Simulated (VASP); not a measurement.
Set up this calculation in VASP 6.6.1, as the native input.

```
Task                   : relaxation of cell and atoms
Functional             : PBE
Potentials or basis    : VASP PAW PBE potentials, release 64 (La, Ti_sv, H)
Cutoff                 : 600 eV
k mesh                 : 4 × 4 × 4
Occupations            : gaussian, width 0.1 eV
Spin                   : no spin polarisation
Dipole correction      : no
Further INCAR settings : ALGO = Normal; EDIFF = 1e-06; IBRION = 2; EDIFFG = -0.04; NSW = 90; ISIF = 3
```

The structure of LaTiH3 lies in POSCAR:

```
LaTiH3
1.0
    3.9548017500      0.0000000000      0.0000000000
    0.0000000000      3.9548017500      0.0000000000
    0.0000000000      0.0000000000      4.3737832600
La Ti H
1 1 3
Direct
    0.0000000000      0.0000000000      0.0000000000
    0.5000000000      0.5000000000      0.0000000000
    0.0000000000      0.5000000000      0.5000000000
    0.5000000000      0.0000000000      0.5000000000
    0.0000000000      0.0000000000      0.5000000000
```

The cell was built from a structure type or drawn by symmetry, and may not be a known phase.

One way to write it, as run:

INCAR

```
SYSTEM = LaTiH3
PREC = Accurate
ENCUT = 600
EDIFF = 1E-6
ISMEAR = 0
SIGMA = 0.1
LREAL = .FALSE.
LASPH = .TRUE.
NELM = 60
ALGO = Normal
ISIF = 3
LWAVE = .FALSE.
LCHARG = .FALSE.
GGA = PE
IBRION = 2
NSW = 90
EDIFFG = -0.04
```

KPOINTS

```
regular mesh
0
G
  4 4 4
  0 0 0
```

Potentials or basis: VASP PAW PBE potentials, release 64 (La, Ti_sv, H).

Run with:

```console
$ cat potpaw_PBE.64/La/POTCAR potpaw_PBE.64/Ti_sv/POTCAR potpaw_PBE.64/H/POTCAR > POTCAR
$ mpirun -np 1 vasp_std > vasp.out
```

It gave:

```json
{
 "Relaxed volume": "14.24 Å³/atom",
 "Relaxed cell": "a = 4.303 Å, b = 4.303 Å, c = 3.843 Å, α = 90.00°, β = 90.00°, γ = 90.00°",
 "Space group after relaxing (to 0.1 Å)": "P4/mmm (No. 123)",
 "Energy gained by relaxing": "161.2 meV/atom",
 "Ionic steps": "7",
 "Pressure after relaxing": "0.0 GPa",
 "Band gap on the k mesh": "zero (bands 13 and 14 overlap by 1.01 eV)"
}
```

Caveat: the k points lie up to 0.41 Å⁻¹ apart in the final cell, too coarse for converged energies and pressures of a metal; spin-orbit coupling is left out, which moves the levels of the heavy elements.

It took 6.2 min on 1 thread of Intel Xeon 8259CL (shared host), peak memory 0.22 GiB.
